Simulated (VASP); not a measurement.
Here is a VASP 6.6.1 calculation.

Contents of INCAR:

```
PREC = Accurate
ENCUT = 520
EDIFF = 1E-6
ISMEAR = 0
SIGMA = 0.1
LREAL = False
LASPH = True
NELM = 150
ALGO = Normal
ISIF = 2
LWAVE = False
LCHARG = False
ISPIN = 2
MAGMOM = 0 0 0 0 0 1
LORBIT = 11
LMAXMIX = 4
LDIPOL = True
IDIPOL = 3
DIPOL = 0.5 0.5 0.372
GGA = PE
NBANDS = 44
```

The input KPOINTS:

```
Automatic mesh
0
Gamma
  9 9 1
```

The input POSCAR:

```
Ti5H
1.0
    2.9381632084      0.0000000000      0.0000000000
   -1.4690816042      2.5445239789      0.0000000000
    0.0000000000      0.0000000000     26.2117060745
Ti H
5 1
Direct
    0.6666666667      0.3333333333      0.1526035729
    0.3333333333      0.6666666667      0.2413132777
    0.6666666667      0.3333333333      0.3306032017
    0.3333333333      0.6666666667      0.4219530445
    0.6666666667      0.3333333333      0.5040383879
    0.7777777778      0.2222222222      0.5830107369
```

Potentials or basis: VASP PAW PBE potentials, release 64 (Ti_sv, H).

Command:

```bash
$ cat potpaw_PBE.64/Ti_sv/POTCAR potpaw_PBE.64/H/POTCAR > POTCAR
$ mpirun -np 1 vasp_std > vasp.out
```

Question: Estimate the site moments.

Answer: Ti -0.60, +0.07, -0.03, -0.01, +0.01; H -0.00 μB.

Question: Estimate the net moment.

Answer: -0.96 μB per cell.

Question: Estimate the largest force.

Answer: 2.296 eV/Å.

Forces in eV/Å, atoms in the order of the input:
```
Ti   0.000  0.000  0.466
Ti   0.000  0.000 -0.456
Ti  -0.007  0.004  0.103
Ti   0.049 -0.028 -0.639
Ti  -0.498  0.288  2.223
H    0.457 -0.264 -1.696
```
